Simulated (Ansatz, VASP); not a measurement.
## One calculation of ZnS, two programs

```
Zn S
1.0
     0.00000    2.70200    2.70200
     2.70200    0.00000    2.70200
     2.70200    2.70200    0.00000
Zn S
1 1
Direct
  0.75000 0.75000 0.75000
  0.00000 0.00000 0.00000
```

Alike in both runs: task single point; functional PBE; k mesh 6 × 6 × 6; no spin polarisation.

|  | VASP | Ansatz |
| --- | --- | --- |
| version | VASP 6.6.1 | Ansatz 0.2.0 |
| potentials or method | VASP PAW PBE potentials, release 64 (Zn, S), cutoff 500 eV | plane waves, PAW |
| occupations | gaussian, width 0.01 eV | fixed |
| valence electrons in the cell | 18 | 18 |

Ansatz gave:

- pressure (GPa): 1.6

Which values does VASP return?

Pressure (GPa): 1.8.
